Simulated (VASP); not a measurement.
# Te6O (Pm-3m) in VASP: single point with PBE

Aim: the single point of Te6O with PBE.

All numbers are computed with VASP 6.6.1; they aren't measurements. Logs are shortened: lines on timing, memory, paths and dates and some standing lists are left out, and cuts for length are marked.

## Step 1: The cell of the first run

It takes space group Pm-3m (No. 221, cubic). Conventional cell: a = 7.069 Å, b = 7.069 Å, c = 7.069 Å, α = 90.00°, β = 90.00°, γ = 90.00°. Te (site symmetry 4mm) has 1 Te at 1.73 Å within 2.3 Å.

The cell was built from a structure type or drawn by symmetry, and may not be a known phase.

## Step 2: Single point, PBE

Contents of INCAR:

```
SYSTEM = Te6O
  PREC = Accurate
  ENCUT = 520
  EDIFF = 1E-7
  ISMEAR = 0
  SIGMA = 0.1
  LREAL = .FALSE.
  LASPH = .TRUE.
  NELM = 100
  ALGO = Normal
  ISIF = 2
  LWAVE = .FALSE.
  LCHARG = .FALSE.
  GGA = PE
  NBANDS = 30
```

Contents of KPOINTS:

```
Automatic mesh
0
G
  4 4 4
  0 0 0
```

Contents of POSCAR:

```
Te6O
1.0
    7.0694791500      0.0000000000      0.0000000000
    0.0000000000      7.0694791500      0.0000000000
    0.0000000000      0.0000000000      7.0694791500
Te O
6 1
Direct
    0.3778137000      0.0000000000      0.0000000000
    0.6221863000      0.0000000000      0.0000000000
    0.0000000000      0.3778137000      0.0000000000
    0.0000000000      0.6221863000      0.0000000000
    0.0000000000      0.0000000000      0.3778137000
    0.0000000000      0.0000000000      0.6221863000
    0.5000000000      0.5000000000      0.5000000000
```

Potentials or basis: VASP PAW PBE potentials, release 64 (Te, O).

Started as:

```sh
> cat potpaw_PBE.64/Te/POTCAR potpaw_PBE.64/O/POTCAR > POTCAR
> mpirun -np 1 vasp_std > vasp.out
```

OUTCAR:

```text
SYSTEM = Te6O
   PREC = Accurate
   ENCUT = 520
   EDIFF = 1E-7
   ISMEAR = 0
   LREAL = .FALSE.
   LASPH = .TRUE.
   NELM = 100
   ISIF = 2
   GGA = PE

 ion  position               nearest neighbor table
   1  0.378  0.000  0.000-   2 1.73
   2  0.622  0.000  0.000-   1 1.73
   3  0.000  0.378  0.000-   4 1.73
   4  0.000  0.622  0.000-   3 1.73
   5  0.000  0.000  0.378-   6 1.73
   6  0.000  0.000  0.622-   5 1.73
   7  0.500  0.500  0.500-

 -----------------------------------------------------------------------------
|                                                                             |
|           W    W    AA    RRRRR   N    N  II  N    N   GGGG   !!!           |
|           W    W   A  A   R    R  NN   N  II  NN   N  G    G  !!!           |
|           W    W  A    A  R    R  N N  N  II  N N  N  G       !!!           |
|           W WW W  AAAAAA  RRRRR   N  N N  II  N  N N  G  GGG   !            |
|           WW  WW  A    A  R   R   N   NN  II  N   NN  G    G                |
|           W    W  A    A  R    R  N    N  II  N    N   GGGG   !!!           |
|                                                                             |
|     The distance between some ions is very small. Please check the          |
|     nearest-neighbor list in the OUTCAR file.                               |
|     I HOPE YOU KNOW WHAT YOU ARE DOING!                                     |
|                                                                             |
 -----------------------------------------------------------------------------

  LATTYP: Found a simple cubic cell.
 ALAT       =     7.0694791500

  Lattice vectors:

 A1 = (   7.0694791500,   0.0000000000,   0.0000000000)
 A2 = (   0.0000000000,   7.0694791500,   0.0000000000)
 A3 = (   0.0000000000,   0.0000000000,   7.0694791500)

Analysis of symmetry for initial positions (statically):
=====================================================================
 Subroutine PRICEL returns:
 Original cell was already a primitive cell.

 Routine SETGRP: Setting up the symmetry group for a
 simple cubic supercell.

 Subroutine GETGRP returns: Found 48 space group operations
 (whereof 48 operations were pure point group operations)
 out of a pool of 48 trial point group operations.

The static configuration has the point symmetry O_h .

Analysis of symmetry for dynamics (positions and initial velocities):
=====================================================================
 Subroutine PRICEL returns:
 Original cell was already a primitive cell.

 Routine SETGRP: Setting up the symmetry group for a
 simple cubic supercell.

 Subroutine GETGRP returns: Found 48 space group operations
 (whereof 48 operations were pure point group operations)
 out of a pool of 48 trial point group operations.

The dynamic configuration has the point symmetry O_h .

 Subroutine INISYM returns: Found 48 space group operations
 (whereof 48 operations are pure point group operations),
 and found     1 'primitive' translations

----------------------------------------------------------------------------------------

                                     Primitive cell

  volume of cell :     353.3151

  direct lattice vectors                    reciprocal lattice vectors
     7.069479150  0.000000000  0.000000000     0.141453137  0.000000000  0.000000000
     0.000000000  7.069479150  0.000000000     0.000000000  0.141453137  0.000000000
     0.000000000  0.000000000  7.069479150     0.000000000  0.000000000  0.141453137

  length of vectors
     7.069479150  7.069479150  7.069479150     0.141453137  0.141453137  0.141453137

  position of ions in fractional coordinates (direct lattice)
     0.377813700  0.000000000  0.000000000
     0.622186300  0.000000000  0.000000000
     0.000000000  0.377813700  0.000000000
     0.000000000  0.622186300  0.000000000
     0.000000000  0.000000000  0.377813700
     0.000000000  0.000000000  0.622186300
     0.500000000  0.500000000  0.500000000

  ion indices of the primitive-cell ions
   primitive index   ion index
                 1           1
                 2           2
                 3           3
                 4           4
                 5           5
                 6           6
                 7           7

----------------------------------------------------------------------------------------

 KPOINTS: Automatic mesh

Automatic generation of k-mesh.
 Grid dimensions read from file:
 generate k-points for:    4    4    4

 Generating k-lattice:

  Cartesian coordinates                     Fractional coordinates (reciprocal lattice)
     0.035363284  0.000000000  0.000000000     0.250000000  0.000000000  0.000000000
     0.000000000  0.035363284  0.000000000     0.000000000  0.250000000  0.000000000
     0.000000000  0.000000000  0.035363284     0.000000000  0.000000000  0.250000000

  Length of vectors
     0.035363284  0.035363284  0.035363284

  Shift w.r.t. Gamma in fractional coordinates (k-lattice)
     0.000000000  0.000000000  0.000000000

 Subroutine IBZKPT returns following result:
 ===========================================

 Found     10 irreducible k-points:

 Following reciprocal coordinates:
            Coordinates               Weight
  0.000000  0.000000  0.000000      1.000000
  0.250000  0.000000  0.000000      6.000000
  0.500000  0.000000  0.000000      3.000000
  0.250000  0.250000  0.000000     12.000000
  0.500000  0.250000  0.000000     12.000000
  0.500000  0.500000  0.000000      3.000000
  0.250000  0.250000  0.250000      8.000000
  0.500000  0.250000  0.250000     12.000000
  0.500000  0.500000  0.250000      6.000000
  0.500000  0.500000  0.500000      1.000000
   k-points           NKPTS =     10   k-points in BZ     NKDIM =     10   number of bands    NBANDS=     30
   number of dos      NEDOS =    301   number of ions     NIONS =      7
   total plane-waves  NPLWV = 157464
   dimension x,y,z NGX =    54 NGY =   54 NGZ =   54
   dimension x,y,z NGXF=   108 NGYF=  108 NGZF=  108
   ions per type =               6   1
   NGX,Y,Z   is equivalent  to a cutoff of  12.70, 12.70, 12.70 a.u.
   NGXF,Y,Z  is equivalent  to a cutoff of  25.40, 25.40, 25.40 a.u.
 SYSTEM =  Te6O
   PREC   = accura    normal or accurate (medium, high low for compatibility)
   ISTART =      0    job   : 0-new  1-cont  2-samecut
   ICHARG =      2    charge: 1-file 2-atom 10-const
   ISPIN  =      1    spin polarized calculation?
   LNONCOLLINEAR =      F non collinear calculations
   LSORBIT =      F    spin-orbit coupling
   LASPH  =      T    aspherical Exc in radial PAW
   ENCUT  =  520.0 eV  38.22 Ry    6.18 a.u.  13.14 13.14 13.14*2*pi/ulx,y,z
   NELM   =    100;   NELMIN=  2; NELMDL= -5     # of ELM steps
   EDIFF  = 0.1E-06   stopping-criterion for ELM
   LREAL  =      F    real-space projection
   EDIFFG = 0.1E-05   stopping-criterion for IOM
   NSW    =      0    number of steps for IOM
   IBRION =     -1    ionic relax: 0-MD 1-quasi-New 2-CG
   NFREE  =      0    steps in history (QN), initial steepest desc. (CG)
   ISIF   =      2    stress and relaxation
   ISYM   =      2    0-nonsym 1-usesym 2-fastsym
   POTIM  = 0.5000    time-step for ionic-motion
   TEBEG  =    0.0;   TEEND  =   0.0 temperature during run
   PSTRESS=    0.0 pullay stress
   NELECT =      42.0000    total number of electrons
   NUPDOWN=      -1.0000    fix difference up-down
   EMIN   =  10.00;   EMAX   =-10.00  energy-range for DOS
   EFERMI =   0.00;   METHOD = LEGACY
   ISMEAR =     0;   SIGMA  =   0.10  broadening in eV -4-tet -1-fermi 0-gaus
   EFERMI_NEDOS =   21; number of points for ismear=-14 and -15
   IALGO  =     38    algorithm
   IMIX   =      4    mixing-type and parameters
     AMIX     =   0.40;   BMIX     =  1.00
     AMIX_MAG =   1.60;   BMIX_MAG =  1.00
  volume/ion in A,a.u.               =      50.47       340.61
  Fermi-wavevector in a.u.,A,eV,Ry     =   0.804953  1.521141  8.815885  0.647949
  Thomas-Fermi vector in A             =   1.913107
   LORBIT       =      0    0 simple, 1 ext, 2 COOP (PROOUT), +10 PAW based schemes
   GGA     = PE    functional components
   LHFCALC =     F    Hartree Fock is set to
   AEXX    =    0.0000 exact exchange contribution
   IVDW    =     0    specifies the selected vdW correction
   LEPSILON=     F    determine dielectric tensor
   LRPA    =     F    only Hartree local field effects (RPA)
 non-spin polarized calculation
 Gauss-broadening in eV      SIGMA  =   0.10
  energy-cutoff  :      520.00
  volume of cell :      353.32
 maximum number of plane-waves:      9568
 NGX is ok and might be reduce to    54
   NGX = 27   NGY = 27   NGZ = 27

 number of electron      41.9999995 magnetization

 Free energy of the ion-electron system (eV)
  ---------------------------------------------------
  ext. energy  EPLUGINS =         0.00000000
  ---------------------------------------------------
  free energy    TOTEN  =        39.93270126 eV

  energy without entropy =       40.08208978  energy(sigma->0) =       40.00739552

 E-fermi :   2.1243     XC(G=0):  -6.3716

 val. band max:        2.1170307482   @ k =   0.5000   0.0000   0.0000
 cond. band min:       2.1868340252   @ k =   0.5000   0.5000   0.2500
 fundamental gap:      0.0698032770
 Fermi energy:         2.1243480203

 k-point     1 :       0.0000    0.0000    0.0000
  band No.  band energies     occupation
      1     -15.8948      2.00000
      2     -15.7386      2.00000
      3     -15.7386      2.00000
      4     -12.4791      2.00000
      5      -6.8488      2.00000
      6      -6.8488      2.00000
[... 22 lines left out ...]
     29       6.8786      0.00000
     30       6.8786      0.00000

 k-point     2 :       0.2500    0.0000    0.0000
  band No.  band energies     occupation
      1     -15.8755      2.00000
      2     -15.7586      2.00000
      3     -15.7385      2.00000
      4     -12.4791      2.00000
      5      -6.8817      2.00000
      6      -6.8309      2.00000
[... 22 lines left out ...]
     29       6.5369      0.00000
     30       6.7336      0.00000

 k-point     3 :       0.5000    0.0000    0.0000
  band No.  band energies     occupation
      1     -15.8443      2.00000
      2     -15.7905      2.00000
      3     -15.7385      2.00000
      4     -12.4792      2.00000
      5      -6.9134      2.00000
      6      -6.8125      2.00000
[... 22 lines left out ...]
     29       6.3181      0.00000
     30       6.3328      0.00000

 k-point     4 :       0.2500    0.2500    0.0000
  band No.  band energies     occupation
      1     -15.8581      2.00000
      2     -15.7646      2.00000
      3     -15.7500      2.00000
      4     -12.4792      2.00000
      5      -7.1707      2.00000
      6      -6.8129      2.00000
[... 22 lines left out ...]
     29       6.0704      0.00000
     30       6.4900      0.00000

 k-point     5 :       0.5000    0.2500    0.0000
  band No.  band energies     occupation
      1     -15.8287      2.00000
      2     -15.7903      2.00000
      3     -15.7538      2.00000
      4     -12.4791      2.00000
      5      -7.2923      2.00000
      6      -6.7944      2.00000
[... 22 lines left out ...]
     29       6.0181      0.00000
     30       6.2900      0.00000

 k-point     6 :       0.5000    0.5000    0.0000
  band No.  band energies     occupation
      1     -15.7921      2.00000
      2     -15.7902      2.00000
      3     -15.7902      2.00000
      4     -12.4792      2.00000
      5      -7.4508      2.00000
      6      -6.7757      2.00000
[... 22 lines left out ...]
     29       5.7686      0.00000
     30       5.7686      0.00000

 k-point     7 :       0.2500    0.2500    0.2500
  band No.  band energies     occupation
      1     -15.8433      2.00000
      2     -15.7645      2.00000
      3     -15.7645      2.00000
      4     -12.4792      2.00000
      5      -7.4216      2.00000
      6      -6.4911      2.00000
[... 22 lines left out ...]
     29       5.6989      0.00000
     30       6.3673      0.00000

 k-point     8 :       0.5000    0.2500    0.2500
  band No.  band energies     occupation
      1     -15.8174      2.00000
      2     -15.7902      2.00000
      3     -15.7644      2.00000
      4     -12.4792      2.00000
      5      -7.5603      2.00000
      6      -6.4770      2.00000
[... 22 lines left out ...]
     29       6.1432      0.00000
     30       6.2498      0.00000

 k-point     9 :       0.5000    0.5000    0.2500
  band No.  band energies     occupation
      1     -15.7910      2.00000
      2     -15.7901      2.00000
      3     -15.7901      2.00000
      4     -12.4792      2.00000
      5      -7.7153      2.00000
      6      -6.3846      2.00000
[... 22 lines left out ...]
     29       6.1110      0.00000
     30       6.5051      0.00000

 k-point    10 :       0.5000    0.5000    0.5000
  band No.  band energies     occupation
      1     -15.7899      2.00000
      2     -15.7899      2.00000
      3     -15.7899      2.00000
      4     -12.4792      2.00000
      5      -7.8773      2.00000
      6      -6.0800      2.00000
[... 22 lines left out ...]
     29       6.9384      0.00000
     30       6.9384      0.00000

------------------------ aborting loop because EDIFF is reached ----------------------------------------

  FORCE on cell =-STRESS in cart. coord.  units (eV):
  Direction    XX          YY          ZZ          XY          YZ          ZX
  --------------------------------------------------------------------------------------
  -------------------------------------------------------------------------------------
  Total      133.9227794    133.9227794    133.9227794      0.0000000     -0.0000000      0.0000000
  in kB      607.2993028    607.2993028    607.2993028      0.0000000     -0.0000000      0.0000000
  external PRESSURE =     607.2993028 kB  Pullay stress =       0.0000000 kB

 VOLUME and BASIS-vectors are now :
 -----------------------------------------------------------------------------
  energy-cutoff  :      520.00
  volume of cell :      353.32
      direct lattice vectors                 reciprocal lattice vectors
     7.069479150  0.000000000  0.000000000     0.141453137  0.000000000  0.000000000
     0.000000000  7.069479150  0.000000000     0.000000000  0.141453137  0.000000000
     0.000000000  0.000000000  7.069479150     0.000000000  0.000000000  0.141453137

 POSITION                                       TOTAL-FORCE (eV/Angst)
 -----------------------------------------------------------------------------------
      2.67095      0.00000      0.00000       -78.754331      0.000000      0.000000
      4.39853      0.00000      0.00000        78.754331      0.000000      0.000000
      0.00000      2.67095      0.00000         0.000000    -78.754331      0.000000
      0.00000      4.39853      0.00000         0.000000     78.754331      0.000000
      0.00000      0.00000      2.67095         0.000000      0.000000    -78.754331
      0.00000      0.00000      4.39853         0.000000      0.000000     78.754331
      3.53474      3.53474      3.53474         0.000000      0.000000      0.000000
 -----------------------------------------------------------------------------------
    total drift:                               -0.000000     -0.000000     -0.000000

  FREE ENERGIE OF THE ION-ELECTRON SYSTEM (eV)
  ---------------------------------------------------
  free  energy   TOTEN  =        39.9327012588 eV

  energy  without entropy=       40.0820897774  energy(sigma->0) =       40.00739552
```

Wall time 3.1 min (1 thread of Intel Xeon 8259CL, shared host); peak memory 0.41 GiB.

Results:

```yaml
Free_energy: 39.9327 eV
Pressure: 60.7 GPa
Largest_force: 78.754 eV/Å
Band_gap_on_the_k_mesh: zero (bands 21 and 22 overlap by 0.32 eV)
```

Forces on the atoms (eV/Å):
```
Te  -78.754   0.000   0.000
Te   78.754   0.000   0.000
Te    0.000 -78.754   0.000
Te    0.000  78.754   0.000
Te    0.000   0.000 -78.754
Te    0.000   0.000  78.754
O     0.000   0.000   0.000
```

Levels at points of the mesh, in eV from the Fermi level:
```
           k point  band 20  band 21  band 22  band 23  band 24  band 25
(0.00, 0.00, 0.00)    -0.05    -0.05    -0.05     1.73     1.73     1.73
(0.50, 0.00, 0.00)    -0.10    -0.04    -0.04    -0.01    -0.01     1.73
(0.50, 0.50, 0.00)    -0.09    -0.09    -0.07     0.27     0.27     0.33
(0.50, 0.50, 0.50)     0.25     0.25     0.25     0.26     0.26     0.26
```

Caveat: atoms lie so close that the PAW spheres overlap strongly, which falsifies energies and pressures; the cell stands under pressure; spin-orbit coupling is left out, which moves the levels of the heavy elements; forces of over 1 eV/Å act on the atoms, so gaps and moduli don't describe the material at rest.
